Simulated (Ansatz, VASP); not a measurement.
CdS in VASP and in Ansatz

The input INCAR:

```
SYSTEM = CdS
ALGO = Normal
EDIFF = 1E-6
ENCUT = 520
GGA = PE
ISIF = 2
ISMEAR = 0
LASPH = .TRUE.
LCHARG = .FALSE.
LREAL = .FALSE.
LWAVE = .FALSE.
NBANDS = 16
NELM = 80
PREC = Accurate
SIGMA = 0.02
```

File KPOINTS:

```
k-points
0
G
  8 8 8
  0 0 0
```

Contents of POSCAR:

```
CdS
1.0
    0.0000000000      2.9332779174      2.9332779174
    2.9332779174      0.0000000000      2.9332779174
    2.9332779174      2.9332779174      0.0000000000
Cd S
1 1
Direct
    0.0000000000      0.0000000000      0.0000000000
    0.2500000000      0.2500000000      0.2500000000
```

Input for Ansatz:

```yaml
crystal:
  lattice:
    - [0.0, 2.9332779174, 2.9332779174]
    - [2.9332779174, 0.0, 2.9332779174]
    - [2.9332779174, 2.9332779174, 0.0]
  atoms:
    - { symbol: Cd, position: [0.0, 0.0, 0.0] }
    - { symbol: S, position: [0.25, 0.25, 0.25] }
basis:
  ecutwfc: 420
kpoints:
  mp_grid: { grid: [8, 8, 8] }
hamiltonian:
  xc: pbe
scf:
  occupations: { method: gaussian, width: 0.02 }
output:
  forces: true
  stress: true
  eigenvalues: true
```

Alike in both runs: task single point; functional PBE; k mesh 8 × 8 × 8; occupations gaussian, width 0.02 eV; no spin polarisation.

|  | VASP | Ansatz |
| --- | --- | --- |
| version | VASP 6.6.1 | Ansatz 0.2.0 |
| potentials or method | VASP PAW PBE potentials, release 64 (Cd, S), cutoff 520 eV | scalar-relativistic, plane waves, PAW |
| valence electrons in the cell | 18 | 26 |

Ansatz gave:

```
gap on the k mesh at the Fermi level (eV) : 1.11
least direct gap on the mesh (eV)         : 1.11
pressure (GPa)                            : 1.8
```

Question: Which values does VASP return?

Answer: gap on the k mesh at the Fermi level (eV): 1.11; least direct gap on the mesh (eV): 1.11; pressure (GPa): 2.1.

VASP's potentials hold 18 valence electrons a cell and Ansatz's 26, so a difference there can come from the potentials and not from the codes.
